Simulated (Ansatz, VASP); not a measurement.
KCl: VASP beside Ansatz

```
K Cl
1.0
     0.00000    3.15697    3.15697
     3.15697    0.00000    3.15697
     3.15697    3.15697    0.00000
K Cl
1 1
Direct
  0.00000 0.00000 0.00000
  0.50000 0.50000 0.50000
```

Alike in both runs: task single point; functional PBE; k mesh 6 × 6 × 6; no spin polarisation.

|  | VASP | Ansatz |
| --- | --- | --- |
| version | VASP 6.6.1 | Ansatz 0.2.0 |
| potentials or method | VASP PAW PBE potentials, release 64 (K_sv, Cl) | plane waves, PAW |
| plane-wave cutoff (eV) | 520 | 420 |
| occupations | gaussian, width 0.01 eV | fixed |
| valence electrons in the cell | 16 | 16 |

|  | VASP | Ansatz | Ansatz less VASP |
| --- | --- | --- | --- |
| gap on the k mesh at the Fermi level (eV) | 5.15 | 5.15 | +0.002 |
| pressure (GPa) | 0.6 | 0.6 | -0.02 |
